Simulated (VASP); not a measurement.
# LiH (I4/mmm) in VASP: single point with HSE06

Aim: the single point of LiH with HSE06.

Everything below comes from runs of VASP 6.6.1. Logs are shortened: lines on timing, memory, paths and dates and some standing lists are left out, and cuts for length are marked.

### 1 The cell of the first run

Symmetry: I4/mmm, No. 139, tetragonal system. The conventional cell has a = 2.664 Å, b = 2.664 Å, c = 3.997 Å, α = 90.00°, β = 90.00°, γ = 90.00°. Li (site symmetry 4/mmm) has 6 H at 1.88 to 2.00 Å within 2.5 Å. H (site symmetry 4/mmm) has 6 Li at 1.88 to 2.00 Å within 2.5 Å.

### 2 Single point, HSE06 (biaxial xy strain -5.8%)

The input, POSCAR:

```
LiH
1.0
    0.0000000000      1.8835605110      1.9984726907
    1.8835605110      0.0000000000      1.9984726907
    1.8835605110      1.8835605110      0.0000000000
Li H
1 1
Direct
    0.0000000000      0.0000000000      0.0000000000
    0.5000000000      0.5000000000      0.5000000000
```

The input, INCAR.step1:

```
SYSTEM = LiH
ALGO     = Normal         ! electronic algorithm
EDIFF    = 1E-5           ! SCF threshold, eV
ENCUT    = 520            ! plane-wave cutoff, eV
GGA      = PE             ! functional
ISIF     = 2              ! what is computed and relaxed
ISMEAR   = 0              ! smearing method
LASPH    = .True.         ! aspherical terms in the spheres
LCHARG   = .False.        ! write CHGCAR
LREAL    = .False.        ! projectors in reciprocal space
LWAVE    = .True.         ! write WAVECAR
NBANDS   = 9              ! bands
NELM     = 60             ! most SCF steps
PREC     = Accurate       ! precision mode
SIGMA    = 0.01           ! smearing width, eV
```

The input, INCAR.step2:

```
SYSTEM = LiH
ALGO     = Normal         ! electronic algorithm
EDIFF    = 1E-7           ! SCF threshold, eV
ENCUT    = 520            ! plane-wave cutoff, eV
GGA      = PE             ! functional
HFSCREEN = 0.2079         ! screening, 1/A
ISIF     = 2              ! what is computed and relaxed
ISMEAR   = 0              ! smearing method
ISTART   = 1            
LASPH    = .True.         ! aspherical terms in the spheres
LCHARG   = .False.        ! write CHGCAR
LHFCALC  = .True.         ! exact exchange
LREAL    = .False.        ! projectors in reciprocal space
LWAVE    = .False.        ! write WAVECAR
NBANDS   = 9              ! bands
NELM     = 60             ! most SCF steps
PREC     = Accurate       ! precision mode
PRECFOCK = Normal       
SIGMA    = 0.01           ! smearing width, eV
```

The input, KPOINTS:

```
k-points
0
Gamma
  8 8 8
  0 0 0
```

Potentials or basis: VASP PAW PBE potentials, release 64 (Li_sv, H).

On the command line:

```bash
$ cat potpaw_PBE.64/Li_sv/POTCAR potpaw_PBE.64/H/POTCAR > POTCAR
$ cp INCAR.step1 INCAR
$ mpirun -np 1 vasp_std > vasp.out
$ cp INCAR.step2 INCAR
$ mpirun -np 1 vasp_std > vasp.out
```

OUTCAR:

```text
SYSTEM = LiH
   EDIFF = 1E-7
   ENCUT = 520
   GGA = PE
   HFSCREEN = 0.2079
   ISIF = 2
   ISMEAR = 0
   ISTART = 1
   LASPH = .True.
   LHFCALC = .True.
   LREAL = .False.
   NELM = 60
   PREC = Accurate
   PRECFOCK = Normal

 ion  position               nearest neighbor table
   1  0.000  0.000  0.000-
   2  0.500  0.500  0.500-

  LATTYP: Found a body centered tetragonal cell.
 ALAT       =     2.6637568202
 C/A-ratio  =     1.5004918434

  Lattice vectors:

 A1 = (  -1.8835605110,   0.0000000000,   1.9984726907)
 A2 = (   1.8835605110,   0.0000000000,   1.9984726907)
 A3 = (   0.0000000000,   1.8835605110,  -1.9984726907)

Analysis of symmetry for initial positions (statically):
=====================================================================
 Subroutine PRICEL returns:
 Original cell was already a primitive cell.

 Routine SETGRP: Setting up the symmetry group for a
 body centered tetragonal supercell.

 Subroutine GETGRP returns: Found 16 space group operations
 (whereof 16 operations were pure point group operations)
 out of a pool of 16 trial point group operations.

The static configuration has the point symmetry D_4h.

Analysis of symmetry for dynamics (positions and initial velocities):
=====================================================================
 Subroutine PRICEL returns:
 Original cell was already a primitive cell.

 Routine SETGRP: Setting up the symmetry group for a
 body centered tetragonal supercell.

 Subroutine GETGRP returns: Found 16 space group operations
 (whereof 16 operations were pure point group operations)
 out of a pool of 16 trial point group operations.

The dynamic configuration has the point symmetry D_4h.

 Subroutine INISYM returns: Found 16 space group operations
 (whereof 16 operations are pure point group operations),
 and found     1 'primitive' translations

----------------------------------------------------------------------------------------

                                     Primitive cell

  volume of cell :      14.1804

  direct lattice vectors                    reciprocal lattice vectors
     0.000000000  1.883560511  1.998472691    -0.265454705  0.265454705  0.250191060
     1.883560511  0.000000000  1.998472691     0.265454705 -0.265454705  0.250191060
     1.883560511  1.883560511  0.000000000     0.265454705  0.265454705 -0.250191060

  length of vectors
     2.746214357  2.746214357  2.663756820     0.451140740  0.451140740  0.451140740

  position of ions in fractional coordinates (direct lattice)
     0.000000000  0.000000000  0.000000000
     0.500000000  0.500000000  0.500000000

  ion indices of the primitive-cell ions
   primitive index   ion index
                 1           1
                 2           2

----------------------------------------------------------------------------------------

 KPOINTS: k-points

Automatic generation of k-mesh.
 Grid dimensions read from file:
 generate k-points for:    8    8    8

 Generating k-lattice:

  Cartesian coordinates                     Fractional coordinates (reciprocal lattice)
    -0.033181838  0.033181838  0.031273882     0.125000000  0.000000000  0.000000000
     0.033181838 -0.033181838  0.031273882     0.000000000  0.125000000  0.000000000
     0.033181838  0.033181838 -0.031273882     0.000000000  0.000000000  0.125000000

  Length of vectors
     0.056392592  0.056392592  0.056392592

  Shift w.r.t. Gamma in fractional coordinates (k-lattice)
     0.000000000  0.000000000  0.000000000

 Subroutine IBZKPT returns following result:
 ===========================================

 Found     59 irreducible k-points:

 Following reciprocal coordinates:
            Coordinates               Weight
  0.000000  0.000000  0.000000      1.000000
  0.125000 -0.000000  0.000000      8.000000
  0.250000 -0.000000  0.000000      8.000000
  0.375000 -0.000000  0.000000      8.000000
  0.500000 -0.000000  0.000000      4.000000
  0.125000  0.125000  0.000000      2.000000
[... 16 lines left out ...]
  0.250000 -0.000000  0.125000     16.000000
  0.375000 -0.000000  0.125000     16.000000
 [... further k-points ...]
   k-points           NKPTS =     59   k-points in BZ     NKDIM =    512   number of bands    NBANDS=      9
   number of dos      NEDOS =    301   number of ions     NIONS =      2
   total plane-waves  NPLWV =   8000
   dimension x,y,z NGX =    20 NGY =   20 NGZ =   20
   dimension x,y,z NGXF=    40 NGYF=   40 NGZF=   40
   ions per type =               1   1
   NGX,Y,Z   is equivalent  to a cutoff of  12.11, 12.11, 12.48 a.u.
   NGXF,Y,Z  is equivalent  to a cutoff of  24.21, 24.21, 24.96 a.u.
 SYSTEM =  LiH
   PREC   = accura    normal or accurate (medium, high low for compatibility)
   ISTART =      1    job   : 0-new  1-cont  2-samecut
   ICHARG =      0    charge: 1-file 2-atom 10-const
   ISPIN  =      1    spin polarized calculation?
   LNONCOLLINEAR =      F non collinear calculations
   LSORBIT =      F    spin-orbit coupling
   LASPH  =      T    aspherical Exc in radial PAW
   ENCUT  =  520.0 eV  38.22 Ry    6.18 a.u.   5.11  5.11  4.95*2*pi/ulx,y,z
   NELM   =     60;   NELMIN=  2; NELMDL=  0     # of ELM steps
   EDIFF  = 0.1E-06   stopping-criterion for ELM
   LREAL  =      F    real-space projection
   EDIFFG = 0.1E-05   stopping-criterion for IOM
   NSW    =      0    number of steps for IOM
   IBRION =     -1    ionic relax: 0-MD 1-quasi-New 2-CG
   NFREE  =      0    steps in history (QN), initial steepest desc. (CG)
   ISIF   =      2    stress and relaxation
   ISYM   =      3    0-nonsym 1-usesym 2-fastsym
   POTIM  = 0.5000    time-step for ionic-motion
   TEBEG  =    0.0;   TEEND  =   0.0 temperature during run
   PSTRESS=    0.0 pullay stress
   NELECT =       4.0000    total number of electrons
   NUPDOWN=      -1.0000    fix difference up-down
   EMIN   =  10.00;   EMAX   =-10.00  energy-range for DOS
   EFERMI =   0.00;   METHOD = LEGACY
   ISMEAR =     0;   SIGMA  =   0.01  broadening in eV -4-tet -1-fermi 0-gaus
   EFERMI_NEDOS =   21; number of points for ismear=-14 and -15
   IALGO  =     38    algorithm
   IMIX   =      1    mixing-type and parameters
     AMIX     =   0.40;   BMIX     =  1.00
     AMIX_MAG =   1.60;   BMIX_MAG =  1.00
  volume/ion in A,a.u.               =       7.09        47.85
  Fermi-wavevector in a.u.,A,eV,Ry     =   1.073657  2.028918 15.683982  1.152740
  Thomas-Fermi vector in A             =   2.209463
   LORBIT       =      0    0 simple, 1 ext, 2 COOP (PROOUT), +10 PAW based schemes
   GGA     = PE    functional components
   LHFCALC =     T    Hartree Fock is set to
   PRECFOCK=normal    Normal, Fast or Accurate (Low or Medium for compatibility)
   ENCUT4O =  -1.0   cutoff for four orbital integrals eV
   NKREDX  =     1    reduce k-point grid by
   NKREDY  =     1    reduce k-point grid by
   NKREDZ  =     1    reduce k-point grid by
   AEXX    =    0.2500 exact exchange contribution
   HFSCREEN=    0.2079 screening length (either q_TF or 0.3 A-1)
   HFSCREENC=   0.2079 screening length for correlation (either q_TF or 0.3 A-1)
   ENCUTFOCK=  -1.0 apply spherical cutoff to Coloumb kernel
   IVDW    =     0    specifies the selected vdW correction
   LEPSILON=     F    determine dielectric tensor
   LRPA    =     F    only Hartree local field effects (RPA)
 non-spin polarized calculation
 Gauss-broadening in eV      SIGMA  =   0.01
  energy-cutoff  :      520.00
  volume of cell :       14.18
 maximum number of plane-waves:       400
  NGX = 16; NGY = 16; NGZ = 16

 number of electron       3.9999992 magnetization

 Free energy of the ion-electron system (eV)
  ---------------------------------------------------
  ext. energy  EPLUGINS =         0.00000000
  ---------------------------------------------------
  free energy    TOTEN  =        -6.75065555 eV

  energy without entropy =       -6.75065555  energy(sigma->0) =       -6.75065555

 E-fermi :   0.3209     XC(G=0):  -7.4446

 val. band max:        0.2016744377   @ k =   0.5000   0.0000   0.5000
 cond. band min:       3.3275657791   @ k =   0.5000   0.5000   0.0000
 fundamental gap:      3.1258913414
 Fermi energy:         0.3208912694

 k-point     1 :       0.0000    0.0000    0.0000
  band No.  band energies     occupation
      1     -47.1673      2.00000
      2      -6.5899      2.00000
      3      19.6503      0.00000
      4      20.7368      0.00000
      5      20.7368      0.00000
      6      21.2260      0.00000
      7      25.5770      0.00000
      8      25.9194      0.00000
      9      25.9195      0.00000

 k-point     2 :       0.1250   -0.0000    0.0000
  band No.  band energies     occupation
      1     -47.1554      2.00000
      2      -6.2613      2.00000
      3      16.6396      0.00000
      4      19.6285      0.00000
      5      20.2642      0.00000
      6      20.3116      0.00000
      7      25.2429      0.00000
      8      26.9641      0.00000
      9      27.2113      0.00000

 k-point     3 :       0.2500   -0.0000    0.0000
  band No.  band energies     occupation
      1     -47.1268      2.00000
      2      -5.3198      2.00000
      3      11.8264      0.00000
      4      17.8350      0.00000
      5      19.3818      0.00000
      6      19.7177      0.00000
      7      24.3892      0.00000
      8      26.5169      0.00000
      9      27.1678      0.00000

 k-point     4 :       0.3750   -0.0000    0.0000
  band No.  band energies     occupation
      1     -47.0978      2.00000
      2      -4.0197      2.00000
      3       7.9776      0.00000
      4      16.6009      0.00000
      5      19.0081      0.00000
      6      19.7100      0.00000
      7      22.1869      0.00000
      8      23.9194      0.00000
      9      29.6794      0.00000

 k-point     5 :       0.5000   -0.0000    0.0000
  band No.  band energies     occupation
      1     -47.0857      2.00000
      2      -3.2701      2.00000
      3       6.3588      0.00000
      4      16.1688      0.00000
      5      19.0440      0.00000
      6      19.9402      0.00000
      7      21.2484      0.00000
      8      22.7882      0.00000
      9      31.5576      0.00000

 k-point     6 :       0.1250    0.1250    0.0000
  band No.  band energies     occupation
      1     -47.1533      2.00000
      2      -6.1600      2.00000
      3      17.0798      0.00000
      4      18.5445      0.00000
      5      18.5445      0.00000
      6      21.4950      0.00000
      7      22.1958      0.00000
      8      28.1338      0.00000
      9      29.1497      0.00000
[... 169 lines left out ...]
 k-point    21 :       0.5000    0.5000    0.0000
  band No.  band energies     occupation
      1     -47.0756      2.00000
      2      -0.3321      2.00000
      3       3.3276      0.00000
      4      13.6084      0.00000
      5      13.6084      0.00000
      6      16.8774      0.00000
      7      21.3396      0.00000
      8      40.0132      0.00000
      9      40.0132      0.00000

 k-point    22 :       0.1250    0.0000    0.1250
  band No.  band energies     occupation
      1     -47.1507      2.00000
      2      -6.1342      2.00000
      3      17.4736      0.00000
      4      17.9960      0.00000
      5      18.5148      0.00000
      6      21.8791      0.00000
      7      22.2017      0.00000
      8      28.5280      0.00000
      9      28.9639      0.00000

 k-point    23 :       0.2500   -0.0000    0.1250
  band No.  band energies     occupation
      1     -47.1273      2.00000
      2      -5.3548      2.00000
      3      13.3803      0.00000
      4      16.6891      0.00000
      5      16.9387      0.00000
      6      21.3645      0.00000
      7      22.7870      0.00000
      8      26.7837      0.00000
      9      29.5035      0.00000

 k-point    24 :       0.3750   -0.0000    0.1250
  band No.  band energies     occupation
      1     -47.0988      2.00000
      2      -4.0755      2.00000
      3       9.1139      0.00000
      4      15.0984      0.00000
      5      16.4312      0.00000
      6      19.9914      0.00000
      7      24.7730      0.00000
      8      26.7709      0.00000
      9      27.5219      0.00000

 [... further k-points ...]
[... 5 lines left out ...]
  --------------------------------------------------------------------------------------
  -------------------------------------------------------------------------------------
  Total        0.6393770      0.6393770      0.0887205      0.0000000      0.0000000     -0.0000000
  in kB       72.2404101     72.2404101     10.0241417      0.0000000      0.0000000     -0.0000000
  external PRESSURE =      51.5016539 kB  Pullay stress =       0.0000000 kB

 VOLUME and BASIS-vectors are now :
 -----------------------------------------------------------------------------
  energy-cutoff  :      520.00
  volume of cell :       14.18
      direct lattice vectors                 reciprocal lattice vectors
     0.000000000  1.883560511  1.998472691    -0.265454705  0.265454705  0.250191060
     1.883560511  0.000000000  1.998472691     0.265454705 -0.265454705  0.250191060
     1.883560511  1.883560511  0.000000000     0.265454705  0.265454705 -0.250191060

 POSITION                                       TOTAL-FORCE (eV/Angst)
 -----------------------------------------------------------------------------------
      0.00000      0.00000      0.00000         0.000000      0.000000      0.000000
      1.88356      1.88356      1.99847         0.000000      0.000000      0.000000
 -----------------------------------------------------------------------------------
    total drift:                               -0.000000      0.000000      0.000000

  FREE ENERGIE OF THE ION-ELECTRON SYSTEM (eV)
  ---------------------------------------------------
  free  energy   TOTEN  =        -6.7506555502 eV

  energy  without entropy=       -6.7506555502  energy(sigma->0) =       -6.75065555
```

Run time: 17 min. Hardware: 1 thread of Intel Xeon 8259CL, shared host; peak memory 0.24 GiB.

What came out:

```
Free energy            : -6.7507 eV
Band gap on the k mesh : 3.13 eV (least direct gap 3.66 eV)
```

Levels at points of the mesh, in eV from the valence-band top:
```
           k point  band 1  band 2  band 3  band 4  band 5
(0.00, 0.00, 0.00)  -47.37   -6.79   19.45   20.54   20.54
(0.50, 0.00, 0.00)  -47.29   -3.47    6.16   15.97   18.84
(0.50, 0.50, 0.00)  -47.28   -0.53    3.13   13.41   13.41
(0.50, 0.00, 0.50)  -47.26    0.00    4.02   12.09   12.63
```

Caveat: the cell differs from its parent crystal (biaxial xy strain -5.8%); the cutoff is under 1.25 times the usual one of these potentials, so pressure, stress and relaxed cells hold a basis-set (Pulay) error; the PAW data sets were made with another functional, which shifts forces and pressure a little.
